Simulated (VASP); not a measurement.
Here is a VASP 6.6.1 calculation.

File POSCAR:

```
HfC
1.0
    0.0000000000      2.3705998121      2.3705998121
    2.3705998121      0.0000000000      2.3705998121
    2.3705998121      2.3705998121      0.0000000000
Hf C
1 1
Direct
    0.5000000000      0.5000000000      0.5000000000
    0.0000000000      0.0000000000      0.0000000000
```

File INCAR.step1:

```
PREC     = Accurate       # precision mode
ENCUT    = 520            # plane-wave cutoff, eV
ISMEAR   = -1             # smearing method
SIGMA    = 0.02           # smearing width, eV
LREAL    = False          # projectors in reciprocal space
LASPH    = True           # aspherical terms in the spheres
NELM     = 80             # most SCF steps
NBANDS   = 14             # bands
GGA      = PE             # functional
ALGO     = Normal         # electronic algorithm
EDIFF    = 1E-4           # SCF threshold, eV
LWAVE    = True           # write WAVECAR
LCHARG   = False          # write CHGCAR
```

Contents of INCAR.step2:

```
PREC     = Accurate       # precision mode
ENCUT    = 520            # plane-wave cutoff, eV
EDIFF    = 1E-6           # SCF threshold, eV
ISMEAR   = -1             # smearing method
SIGMA    = 0.02           # smearing width, eV
LREAL    = False          # projectors in reciprocal space
LASPH    = True           # aspherical terms in the spheres
NELM     = 80             # most SCF steps
ALGO     = Normal         # electronic algorithm
ISIF     = 2              # what is computed and relaxed
LWAVE    = False          # write WAVECAR
LCHARG   = True           # write CHGCAR
METAGGA  = R2SCAN         # meta-GGA
LMIXTAU  = True         
LELF     = True           # ELF
LVHAR    = True         
NBANDS   = 14             # bands
ISTART   = 1
```

KPOINTS

```
regular mesh
0
Gamma
  15 15 15
```

Potentials or basis: VASP PAW PBE potentials, release 64 (Hf_pv, C).

Command:

```sh
$ cat potpaw_PBE.64/Hf_pv/POTCAR potpaw_PBE.64/C/POTCAR > POTCAR
$ cp INCAR.step1 INCAR
$ mpirun -np 1 vasp_std > vasp.out
$ cp INCAR.step2 INCAR
$ mpirun -np 1 vasp_std > vasp.out
```

Q: Estimate the band gap on the k mesh.

A: Zero (band 7 reaches 6.43 eV, above the bottom of band 8 at 5.02 eV).

Q: What does it give for the pressure?

A: -15.1 GPa.

Caveat: the PAW data sets were made with another functional, which shifts forces and pressure a little; spin-orbit coupling is left out, which moves the levels of the heavy elements.
